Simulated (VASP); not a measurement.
A run of VASP 6.6.1 is set up as follows.

Contents of INCAR:

```
PREC = Accurate
ENCUT = 520
EDIFF = 1E-7
ISMEAR = -1
SIGMA = 0.05
LREAL = F
LASPH = T
NELM = 60
ALGO = Normal
ISIF = 2
LWAVE = F
LCHARG = F
GGA = PS
IVDW = 12
NBANDS = 20
```

File KPOINTS:

```
Automatic mesh
0
Gamma
  9 9 5
```

POSCAR

```
Tl
1.0
    3.3406280782      0.0000000000      0.0000000000
   -1.6703140391      2.8930687803      0.0000000000
    0.0000000000      0.0000000000      5.6232700250
Tl
2
Direct
    0.6666666667      0.3333333333      0.7500000000
    0.3333333333      0.6666666667      0.2500000000
```

Potentials or basis: VASP PAW PBE potentials, release 64 (Tl_d).

The run is started by

```console
$ cat potpaw_PBE.64/Tl_d/POTCAR > POTCAR
$ mpirun -np 1 vasp_std > vasp.out
```

Task: What does it give for the band gap on the k mesh?

Result: Zero (band 13 reaches 8.75 eV, above the bottom of band 14 at 5.19 eV).

Task: Estimate the dispersion energy per atom.

Result: -0.404 eV.

Task: Estimate the pressure.

Result: -0.3 GPa.

Caveat: three body term missing; the PAW data sets were made with another functional, which shifts forces and pressure a little; spin-orbit coupling is left out, which moves the levels of the heavy elements; pairwise dispersion overbinds metals, which lowers pressure and volume.
